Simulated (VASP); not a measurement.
# CsLiCr2Te2S3 (R32) in VASP: notebook, part 2 of 2

VASP 6.6.1. Earlier steps stand in the parts before.

## (3) Single point, LDA, collinear spin, ferromagnetic start

This run uses another cell than the first one, of 29.18 Å³/atom.

Contents of INCAR:

```
PREC = Accurate ; ENCUT = 520
EDIFF = 1E-7 ; ISMEAR = -1
SIGMA = 0.05 ; LREAL = F
LASPH = T ; NELM = 150
ALGO = Normal ; ISIF = 2
LWAVE = F ; LCHARG = F
ISPIN = 2 ; MAGMOM = 0 0 3 3 0 0 0 0 0
LORBIT = 11 ; LMAXMIX = 4
NBANDS = 47
```

Contents of KPOINTS:

```
Automatic mesh
0
Gamma
  5 5 5
```

Contents of POSCAR:

```
CsLiCr2Te2S3
1.0
    3.3192900000      1.9163900000      6.8798200000
   -3.3192900000      1.9163900000      6.8798200000
    0.0000000000     -3.8327900000      6.8798200000
Cs Li Cr Te S
1 1 2 2 3
Direct
    0.0000000000      0.0000000000      0.0000000000
    0.5000000000      0.5000000000      0.5000000000
    0.7984800000      0.7984800000      0.7984800000
    0.2015200000      0.2015200000      0.2015200000
    0.6799000000      0.6799000000      0.6799000000
    0.3201000000      0.3201000000      0.3201000000
    0.1362600000      0.8637400000      0.5000000000
    0.5000000000      0.1362600000      0.8637400000
    0.8637400000      0.5000000000      0.1362600000
```

Potentials or basis: VASP PAW LDA potentials, release 64 (Cs_sv, Li_sv, Cr_pv, Te, S).

Started as:

```bash
$ cat potpaw_LDA.64/Cs_sv/POTCAR potpaw_LDA.64/Li_sv/POTCAR potpaw_LDA.64/Cr_pv/POTCAR potpaw_LDA.64/Te/POTCAR potpaw_LDA.64/S/POTCAR > POTCAR
$ mpirun -np 1 vasp_std > vasp.out
```

OUTCAR:

```text
PREC = Accurate
   ENCUT = 520
   EDIFF = 1E-7
   ISMEAR = -1
   LREAL = F
   LASPH = T
   NELM = 150
   ISIF = 2
   ISPIN = 2
   LORBIT = 11

 ion  position               nearest neighbor table
   1  0.000  0.000  0.000-
   2  0.500  0.500  0.500-   7 2.41   8 2.41   9 2.41
   3  0.798  0.798  0.798-   7 2.24   8 2.24   9 2.24   5 2.45
   4  0.202  0.202  0.202-   7 2.24   9 2.24   8 2.24   6 2.45
   5  0.680  0.680  0.680-   3 2.45
   6  0.320  0.320  0.320-   4 2.45
   7  0.136  0.864  0.500-   3 2.24   4 2.24   2 2.41
   8  0.500  0.136  0.864-   3 2.24   4 2.24   2 2.41
   9  0.864  0.500  0.136-   4 2.24   3 2.24   2 2.41

  LATTYP: Found a trigonal (rhomboedric) cell.
 ALAT       =     7.8754149077
 COS(alpha) =     0.6447177554

  Lattice vectors:

 A1 = (   3.3192900000,   1.9163900000,   6.8798200000)
 A2 = (  -3.3192900000,   1.9163900000,   6.8798200000)
 A3 = (   0.0000000000,  -3.8327900000,   6.8798200000)

Analysis of symmetry for initial positions (statically):
=====================================================================
 Subroutine PRICEL returns:
 Original cell was already a primitive cell.

 Routine SETGRP: Setting up the symmetry group for a
 trigonal (rhombohedral) supercell.

 Subroutine GETGRP returns: Found  6 space group operations
 (whereof  6 operations were pure point group operations)
 out of a pool of 12 trial point group operations.

The static configuration has the point symmetry D_3 .

Analysis of symmetry for dynamics (positions and initial velocities):
=====================================================================
 Subroutine PRICEL returns:
 Original cell was already a primitive cell.

 Routine SETGRP: Setting up the symmetry group for a
 trigonal (rhombohedral) supercell.

 Subroutine GETGRP returns: Found  6 space group operations
 (whereof  6 operations were pure point group operations)
 out of a pool of 12 trial point group operations.

The dynamic configuration has the point symmetry D_3 .

Analysis of structural, dynamic, and magnetic symmetry:
=====================================================================
 Subroutine PRICEL returns:
 Original cell was already a primitive cell.

 Routine SETGRP: Setting up the symmetry group for a
 trigonal (rhombohedral) supercell.

 Subroutine GETGRP returns: Found  6 space group operations
 (whereof  6 operations were pure point group operations)
 out of a pool of 12 trial point group operations.

The overall configuration has the point symmetry D_3 .

 Subroutine INISYM returns: Found  6 space group operations
 (whereof  6 operations are pure point group operations),
 and found     1 'primitive' translations

----------------------------------------------------------------------------------------

                                     Primitive cell

  volume of cell :     262.5779

  direct lattice vectors                    reciprocal lattice vectors
     3.319290000  1.916390000  6.879820000     0.150634624  0.086968924  0.048450922
[... 103 lines left out ...]
   TEBEG  =    0.0;   TEEND  =   0.0 temperature during run
   PSTRESS=    0.0 pullay stress
   NELECT =      66.0000    total number of electrons
   NUPDOWN=      -1.0000    fix difference up-down
   EMIN   =  10.00;   EMAX   =-10.00  energy-range for DOS
   EFERMI =   0.00;   METHOD = LEGACY
   ISMEAR =    -1;   SIGMA  =   0.05  broadening in eV -4-tet -1-fermi 0-gaus
   EFERMI_NEDOS =   21; number of points for ismear=-14 and -15
   IALGO  =     38    algorithm
   IMIX   =      4    mixing-type and parameters
     AMIX     =   0.40;   BMIX     =  1.00
     AMIX_MAG =   1.60;   BMIX_MAG =  1.00
  volume/ion in A,a.u.               =      29.18       196.88
  Fermi-wavevector in a.u.,A,eV,Ry     =   1.033166  1.952401 14.523292  1.067432
  Thomas-Fermi vector in A             =   2.167399
   LORBIT       =     11    0 simple, 1 ext, 2 COOP (PROOUT), +10 PAW based schemes
   GGA     = CA    functional components
   LHFCALC =     F    Hartree Fock is set to
   AEXX    =    0.0000 exact exchange contribution
   IVDW    =     0    specifies the selected vdW correction
   LEPSILON=     F    determine dielectric tensor
   LRPA    =     F    only Hartree local field effects (RPA)
 spin polarized calculation
  energy-cutoff  :      520.00
  volume of cell :      262.58
 maximum number of plane-waves:      7153
   NGX = 29   NGY = 29   NGZ = 29

 number of electron      66.0000002 magnetization       4.0007770

 Free energy of the ion-electron system (eV)
  ---------------------------------------------------
  ext. energy  EPLUGINS =         0.00000000
  ---------------------------------------------------
  free energy    TOTEN  =       -50.15747646 eV

  energy without entropy =      -50.13525822  energy(sigma->0) =      -50.14636734

 E-fermi :   2.7863     XC(G=0):  -8.7311

 val. band max:        2.7183712876   @ k =  -0.2000   0.2000   0.2000
 cond. band min:       2.8073635272   @ k =  -0.4000   0.4000   0.4000
 fundamental gap:      0.0889922396
 Fermi energy:         2.7863165446

 spin component 1

 k-point     1 :       0.0000    0.0000    0.0000
  band No.  band energies     occupation
      1     -42.3049      1.00000
      2     -41.0698      1.00000
      3     -41.0698      1.00000
      4     -41.0670      1.00000
      5     -41.0670      1.00000
      6     -40.9698      1.00000
[... 901 lines left out ...]
     44       7.2830      0.00000
     45       7.3258      0.00000
 Fermi energy:         2.7863165446

 spin component 2

 k-point     1 :       0.0000    0.0000    0.0000
  band No.  band energies     occupation
      1     -42.2948      1.00000
      2     -39.1943      1.00000
      3     -39.1935      1.00000
      4     -39.0134      1.00000
      5     -39.0134      1.00000
      6     -39.0099      1.00000
[... 901 lines left out ...]
     44       7.7075      0.00000
     45       8.2865      0.00000
 [bands above 45 left out]

------------------------ aborting loop because EDIFF is reached ----------------------------------------

  FORCE on cell =-STRESS in cart. coord.  units (eV):
  Direction    XX          YY          ZZ          XY          YZ          ZX
  --------------------------------------------------------------------------------------
  -------------------------------------------------------------------------------------
  Total       -6.6515056     -6.6515080     -6.3629107      0.0000000      0.0000031      0.0000000
  in kB      -40.5856369    -40.5856521    -38.8247116      0.0000000      0.0000188      0.0000000
  external PRESSURE =     -39.9986669 kB  Pullay stress =       0.0000000 kB

 VOLUME and BASIS-vectors are now :
 -----------------------------------------------------------------------------
  energy-cutoff  :      520.00
  volume of cell :      262.58
      direct lattice vectors                 reciprocal lattice vectors
     3.319290000  1.916390000  6.879820000     0.150634624  0.086968924  0.048450922
    -3.319290000  1.916390000  6.879820000    -0.150634624  0.086968924  0.048450922
     0.000000000 -3.832790000  6.879820000     0.000000000 -0.173937849  0.048450796

 POSITION                                       TOTAL-FORCE (eV/Angst)
 -----------------------------------------------------------------------------------
      0.00000      0.00000      0.00000        -0.000000      0.000000      0.000000
      0.00000     -0.00001     10.31973        -0.000000      0.000000      0.000000
      0.00000     -0.00001     16.48020        -0.000000      0.000000     -0.014752
      0.00000     -0.00000      4.15926        -0.000000     -0.000000      0.014752
      0.00000     -0.00001     14.03277        -0.000000     -0.000000      0.513159
      0.00000     -0.00000      6.60669        -0.000000      0.000000     -0.513159
     -2.41472     -0.00001     10.31973        -0.426309     -0.000000      0.000000
      1.20736     -2.09121     10.31973         0.213155     -0.369195      0.000000
      1.20736      2.09120     10.31973         0.213155      0.369195      0.000000
 -----------------------------------------------------------------------------------
    total drift:                                0.000018      0.000000     -0.000000

  FREE ENERGIE OF THE ION-ELECTRON SYSTEM (eV)
  ---------------------------------------------------
  free  energy   TOTEN  =       -50.1574764595 eV

  energy  without entropy=      -50.1352582171  energy(sigma->0) =      -50.14636734

 total charge

# of ion       s       p       d       tot
------------------------------------------
    1        1.829   4.672   0.039   6.540
    2        2.014   0.056   0.000   2.071
    3        0.339   6.286   4.186  10.811
    4        0.339   6.286   4.186  10.811
    5        1.390   1.979   0.021   3.391
    6        1.390   1.979   0.021   3.391
    7        1.330   2.388   0.000   3.719
    8        1.330   2.388   0.000   3.719
    9        1.330   2.388   0.000   3.719
--------------------------------------------------
tot         11.294  28.423   8.453  48.169

 magnetization (x)

# of ion       s       p       d       tot
------------------------------------------
    1        0.000  -0.004  -0.001  -0.005
    2        0.002   0.002   0.000   0.004
    3        0.027   0.022   2.065   2.114
    4        0.027   0.022   2.065   2.114
    5       -0.003  -0.144   0.003  -0.144
    6       -0.003  -0.144   0.003  -0.144
    7       -0.001  -0.054   0.000  -0.055
    8       -0.001  -0.054   0.000  -0.055
    9       -0.001  -0.054   0.000  -0.055
--------------------------------------------------
tot          0.045  -0.407   4.135   3.773
```

Run time: 25 min. Hardware: 1 thread of Intel Xeon Platinum 8488C (Sapphire Rapids), shared host; peak memory 0.67 GiB.

Results:

```
Free energy                                           : -50.1575 eV
Largest force                                         : 0.513 eV/Å
Band gap on the k mesh                                : zero (filled and empty bands overlap)
Net moment                                            : 4.00 μB per cell
Site moments                                          : Cs -0.01; Li +0.00; Cr +2.11; Te -0.14; S -0.06 μB
Valence electrons inside the program's atomic spheres : Cs 6.54; Li 2.07; Cr 10.81; Te 3.39; S 3.72
```

Forces on the atoms (eV/Å):
```
Cs   0.000  0.000  0.000
Li   0.000  0.000  0.000
Cr   0.000  0.000 -0.015
Cr   0.000  0.000  0.015
Te   0.000  0.000  0.513
Te   0.000  0.000 -0.513
S   -0.426  0.000  0.000
S    0.213 -0.369  0.000
S    0.213  0.369  0.000
```

Caveat: the cutoff is under 1.25 times the usual one of these potentials, so pressure, stress and relaxed cells hold a basis-set (Pulay) error; spin-orbit coupling is left out, which moves the levels of the heavy elements; the run started ferromagnetic, and an antiferromagnetic order may lie lower in energy. With open d or f shells a metallic result of LDA can be an artefact of self-interaction; +U or a hybrid may open a gap.

## (4) Single point, PBE, collinear spin, ferromagnetic start

This run uses another cell than the first one, of 24.21 Å³/atom.

Contents of INCAR:

```
SYSTEM = CsLiCr2Te2S3
  ALGO = Normal
  EDIFF = 1E-6
  ENCUT = 520
  GGA = PE
  ISIF = 2
  ISMEAR = -1
  ISPIN = 2
  LASPH = .True.
  LCHARG = .False.
  LMAXMIX = 4
  LORBIT = 11
  LREAL = .False.
  LWAVE = .False.
  MAGMOM = 0 0 3 3 0 0 0 0 0
  NBANDS = 47
  NELM = 150
  PREC = Accurate
  SIGMA = 0.05
```

Contents of KPOINTS:

```
k-points
0
Gamma
  4 4 4
  0 0 0
```

Contents of POSCAR:

```
CsLiCr2Te2S3
1.0
    3.2223299185      1.8604115784      6.0573039921
   -3.2223299185      1.8604115784      6.0573039921
    0.0000000000     -3.7208275591      6.0573026400
Cs Li Cr Te S
1 1 2 2 3
Direct
    0.0000000000      0.0000000000      0.0000000000
    0.5000000000      0.5000000000      0.5000000000
    0.7919808683      0.7919808683      0.7919808683
    0.2080191317      0.2080191317      0.2080191317
    0.6595856750      0.6595856750      0.6595856750
    0.3404143250      0.3404143250      0.3404143250
    0.1378985237      0.8621014763      0.5000000000
    0.5000000000      0.1378985237      0.8621014763
    0.8621014763      0.5000000000      0.1378985237
```

Potentials or basis: VASP PAW PBE potentials, release 64 (Cs_sv, Li_sv, Cr_pv, Te, S).

Started as:

```bash
$ cat potpaw_PBE.64/Cs_sv/POTCAR potpaw_PBE.64/Li_sv/POTCAR potpaw_PBE.64/Cr_pv/POTCAR potpaw_PBE.64/Te/POTCAR potpaw_PBE.64/S/POTCAR > POTCAR
$ mpirun -np 1 vasp_std > vasp.out
```

OUTCAR:

```text
SYSTEM = CsLiCr2Te2S3
   EDIFF = 1E-6
   ENCUT = 520
   GGA = PE
   ISIF = 2
   ISMEAR = -1
   ISPIN = 2
   LASPH = .True.
   LORBIT = 11
   LREAL = .False.
   NELM = 150
   PREC = Accurate

 ion  position               nearest neighbor table
   1  0.000  0.000  0.000-
   2  0.500  0.500  0.500-   8 2.33   9 2.33   7 2.33   6 2.90   5 2.90
   3  0.792  0.792  0.792-   7 2.19   9 2.19   8 2.19   5 2.41
   4  0.208  0.208  0.208-   7 2.19   8 2.19   9 2.19   6 2.41
   5  0.660  0.660  0.660-   3 2.41   2 2.90
   6  0.340  0.340  0.340-   4 2.41   2 2.90
   7  0.138  0.862  0.500-   3 2.19   4 2.19   2 2.33
   8  0.500  0.138  0.862-   4 2.19   3 2.19   2 2.33
   9  0.862  0.500  0.138-   3 2.19   4 2.19   2 2.33

  LATTYP: Found a trigonal (rhomboedric) cell.
 ALAT       =     7.1088306350
 COS(alpha) =     0.5890644932

  Lattice vectors:

 A1 = (   3.2223299185,   1.8604115784,   6.0573039921)
[... 1462 lines left out ...]
  external PRESSURE =      49.6821712 kB  Pullay stress =       0.0000000 kB

 VOLUME and BASIS-vectors are now :
 -----------------------------------------------------------------------------
  energy-cutoff  :      520.00
  volume of cell :      217.88
      direct lattice vectors                 reciprocal lattice vectors
     3.222329918  1.860411578  6.057303992     0.155167228  0.089585827  0.055030008
    -3.222329918  1.860411578  6.057303992    -0.155167228  0.089585827  0.055030008
     0.000000000 -3.720827559  6.057302640     0.000000000 -0.179171695  0.055029943

 POSITION                                       TOTAL-FORCE (eV/Angst)
 -----------------------------------------------------------------------------------
      0.00000      0.00000      0.00000        -0.000000      0.000000     -0.000000
      0.00000     -0.00000      9.08596        -0.000000      0.000000     -0.000000
      0.00000     -0.00000     14.39181        -0.000000      0.000000     -0.009915
      0.00000     -0.00000      3.78011        -0.000000     -0.000000      0.009915
      0.00000     -0.00000     11.98593        -0.000000     -0.000000      0.012667
      0.00000     -0.00000      6.18598        -0.000000      0.000000     -0.012667
     -2.33362     -0.00000      9.08596         0.002028      0.000000     -0.000000
      1.16681     -2.02098      9.08595        -0.001014      0.001756      0.000000
      1.16681      2.02097      9.08596        -0.001014     -0.001756     -0.000000
 -----------------------------------------------------------------------------------
    total drift:                               -0.000000     -0.000000     -0.000000

  FREE ENERGIE OF THE ION-ELECTRON SYSTEM (eV)
  ---------------------------------------------------
  free  energy   TOTEN  =       -45.1568141040 eV

  energy  without entropy=      -45.1322479358  energy(sigma->0) =      -45.14453102

 total charge

# of ion       s       p       d       tot
------------------------------------------
    1        1.837   4.698   0.059   6.595
    2        2.023   0.061   0.000   2.084
    3        0.358   6.319   4.229  10.906
    4        0.358   6.319   4.229  10.906
    5        1.388   2.012   0.026   3.426
    6        1.388   2.012   0.026   3.426
    7        1.336   2.435   0.000   3.771
    8        1.336   2.435   0.000   3.771
    9        1.336   2.435   0.000   3.771
--------------------------------------------------
tot         11.361  28.725   8.570  48.656

 magnetization (x)

# of ion       s       p       d       tot
------------------------------------------
    1       -0.000  -0.005  -0.002  -0.007
    2        0.002   0.003   0.000   0.005
    3        0.030   0.029   2.160   2.219
    4        0.030   0.029   2.160   2.219
    5       -0.005  -0.194   0.004  -0.195
    6       -0.005  -0.194   0.004  -0.195
    7       -0.003  -0.072   0.000  -0.075
    8       -0.003  -0.072   0.000  -0.075
    9       -0.003  -0.072   0.000  -0.075
--------------------------------------------------
tot          0.041  -0.547   4.327   3.822
```

OSZICAR:

```text
N       E                     dE             d eps       ncg     rms          rms(c)
DAV:   1     0.579478927450E+03    0.57948E+03   -0.31140E+04  2596   0.131E+03
DAV:   2     0.123557558126E+02   -0.56712E+03   -0.53890E+03  2640   0.325E+02
DAV:   3    -0.478648196825E+02   -0.60221E+02   -0.58584E+02  3427   0.102E+02
[... 10 lines left out ...]
DAV:  14    -0.451567780854E+02   -0.81863E-04   -0.27780E-04  3234   0.699E-02    0.634E-02
DAV:  15    -0.451568018799E+02   -0.23794E-04   -0.45848E-05  3226   0.307E-02    0.326E-02
DAV:  16    -0.451568080858E+02   -0.62059E-05   -0.10993E-05  2664   0.145E-02    0.158E-02
DAV:  17    -0.451568124897E+02   -0.44039E-05   -0.39681E-06  2594   0.875E-03    0.672E-03
DAV:  18    -0.451568139298E+02   -0.14402E-05   -0.11889E-06  1912   0.477E-03    0.322E-03
DAV:  19    -0.451568141040E+02   -0.17414E-06   -0.25170E-07  1733   0.223E-03
   1 F= -.45156814E+02 E0= -.45144531E+02  d E =-.245662E-01  mag=     4.0053
```

stdout:

```text
POSCAR found type information on POSCAR CsLiCrTeS
 POSCAR found :  5 types and       9 ions
 scaLAPACK will be used
 LDA part: xc-table for (Slater+PW92), standard interpolation
 POSCAR, INCAR and KPOINTS ok, starting setup
 FFT: planning ... GRIDC
 FFT: planning ... GRID_SOFT
 FFT: planning ... GRID
 WAVECAR not read
 entering main loop
```

Run time: 4.9 min. Hardware: 1 thread of Intel Xeon 6975P-C (Granite Rapids), shared host; peak memory 0.64 GiB.

What came out:

| Item | Value |
| --- | --- |
| Free energy | -45.1568 eV |
| Largest force | 0.013 eV/Å |
| Band gap on the k mesh | zero (filled and empty bands overlap) |
| Net moment | 4.01 μB per cell |
| Site moments | Cs -0.01; Li +0.01; Cr +2.22; Te -0.20; S -0.07 μB |
| Valence electrons inside the program's atomic spheres | Cs 6.59; Li 2.08; Cr 10.91; Te 3.43; S 3.77 |

Forces on the atoms (eV/Å):
```
Cs   0.000  0.000  0.000
Li   0.000  0.000  0.000
Cr   0.000  0.000 -0.010
Cr   0.000  0.000  0.010
Te   0.000  0.000  0.013
Te   0.000  0.000 -0.013
S    0.002  0.000  0.000
S   -0.001  0.002  0.000
S   -0.001 -0.002  0.000
```

Caveat: the cutoff is under 1.25 times the usual one of these potentials, so pressure, stress and relaxed cells hold a basis-set (Pulay) error; spin-orbit coupling is left out, which moves the levels of the heavy elements; the run started ferromagnetic, and an antiferromagnetic order may lie lower in energy. With open d or f shells a metallic result of PBE can be an artefact of self-interaction; +U or a hybrid may open a gap.

## (5) Overview

| level | potentials or basis | cell | k mesh | gap on the mesh (eV) | moment (μB) | largest force (eV/Å) |
| --- | --- | --- | --- | --- | --- | --- |
| revPBE | VASP PAW PBE potentials, release 64 (Cs_sv, Li_sv, Cr_pv, Te, S) | a = 8.575 Å, angles 45.9°, 9 atoms, atomic positions A | 4 × 4 × 4 | none | 4.00 | 0.01 |
| LDA | VASP PAW LDA potentials, release 64 (Cs_sv, Li_sv, Cr_pv, Te, S) | a = 7.875 Å, angles 49.9°, 9 atoms, atomic positions B | 5 × 5 × 5 | none | 4.00 | 0.51 |
| PBE | VASP PAW PBE potentials, release 64 (Cs_sv, Li_sv, Cr_pv, Te, S) | a = 7.109 Å, angles 53.9°, 9 atoms, atomic positions C | 4 × 4 × 4 | none | 4.01 | 0.01 |

Alike in all rows: task single point; spin collinear, ferromagnetic start; cutoff (eV) 520; smearing fermi-dirac 0.05 eV.

Caveats: the cutoff is under 1.25 times the usual one of these potentials, so pressure, stress and relaxed cells hold a basis-set (Pulay) error; spin-orbit coupling is left out, which moves the levels of the heavy elements; the run started ferromagnetic, and an antiferromagnetic order may lie lower in energy; the PAW data sets were made with another functional, which shifts forces and pressure a little (at least some runs).

Total energies depend on the potentials used, so only differences within one code and one set of settings carry meaning.

The gap in the log of VASP goes by the Fermi energy; the results here count the filled bands.